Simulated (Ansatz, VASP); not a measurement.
# Ti4HBr: VASP beside Ansatz

```
Ti H Br
1.0
     3.84134    0.00000    0.00000
     0.00000    3.84134    0.00000
     0.00000    0.00000    5.56104
Ti H Br
4 1 1
Direct
  0.50000 0.00000 0.73128
  0.00000 0.50000 0.26872
  0.50000 0.00000 0.26872
  0.00000 0.50000 0.73128
  0.50000 0.50000 0.50000
  0.00000 0.00000 0.00000
```

Change from the starting cell: species swapped into the NaErF4 type (P4/mmm, No. 123).

Alike in both runs: task single point; functional PBE; k mesh 4 × 4 × 4; occupations gaussian, width 0.1 eV; collinear spin.

|  | VASP | Ansatz |
| --- | --- | --- |
| version | VASP 6.6.1 | Ansatz 0.2.0 |
| potentials or method | VASP PAW PBE potentials, release 64 (Ti_sv, H, Br), cutoff 520 eV | scalar-relativistic, plane waves, PAW |
| valence electrons in the cell | 56 | 56 |

```csv
,VASP,Ansatz,Ansatz less VASP
gap on the k mesh at the Fermi level (eV),none,none,-
pressure (GPa),17.5,17.4,-0.04
"traceless stress, the component that is largest in VASP (GPa)",-1.09,-1.12,-0.024
rms of the force components (eV/Å),0.492,0.484,-0.0076
net moment per atom (μB),0.00,0.00,0.000
```

Atom by atom the forces differ by 0.008 eV/Å (rms over components). A gap of «none» marks a metal or a gap that the smearing closes. Ansatz's warnings: seeded moment not kept.

The k mesh is coarse, so the values compare programs but aren't converged.
